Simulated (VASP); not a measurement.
Runs of VASP 6.6.1 on Re. The structure is that of space group P6_3/mmc (No. 194), or close to it. The cells are those of the table. 

| task | cell | cutoff (eV) | gap on the mesh (eV) | pressure (GPa) |
| --- | --- | --- | --- | --- |
| relaxation of cell and atoms | relaxed to -2 GPa from a = 2.761, b = 2.761, c = 4.458 Å, angles 90.0, 90.0, 120.0°, 2 atoms | 600 | none | -2.0 |
| relaxation of cell and atoms | relaxed from a = 2.761, b = 2.761, c = 4.458 Å, angles 90.0, 90.0, 120.0°, 2 atoms | 600 | none | 0.0 |
| single point | a = 2.730, b = 2.730, c = 4.401 Å, angles 90.0, 90.0, 120.0°, 2 atoms | 520 | none | 10.3 |
| single point | a = 2.747, b = 2.747, c = 4.429 Å, angles 90.0, 90.0, 120.0°, 2 atoms | 520 | none | 2.1 |
| single point | a = 2.757, b = 2.757, c = 4.444 Å, angles 90.0, 90.0, 120.0°, 2 atoms | 520 | none | -2.0 |
| relaxation of cell and atoms | relaxed to 10 GPa from a = 2.761, b = 2.761, c = 4.458 Å, angles 90.0, 90.0, 120.0°, 2 atoms | 600 | none | 10.0 |
| single point | a = 2.740, b = 2.740, c = 4.418 Å, angles 90.0, 90.0, 120.0°, 2 atoms | 520 | none | (a) |
| relaxation of cell and atoms | relaxed to 5 GPa from a = 2.761, b = 2.761, c = 4.458 Å, angles 90.0, 90.0, 120.0°, 2 atoms | 600 | none | 4.9 |

Alike in all rows: level PBEsol; potentials or basis VASP PAW PBE potentials, release 64 (Re); no spin polarisation; k mesh 13 × 13 × 7; smearing gaussian 0.1 eV.

Q: Estimate the missing entries.

A: (a) 5.2.

Caveats: the PAW data sets were made with another functional, which shifts forces and pressure a little; spin-orbit coupling is left out, which moves the levels of the heavy elements; the cell is relaxed towards a set pressure, so the run minimises the enthalpy, not the energy (at least some runs); the cell stands under pressure (at least some runs).

A k mesh can miss the band edges, and the runs leave out spin-orbit coupling on Re.

A gap of «none» marks levels without a gap at the run's occupations.
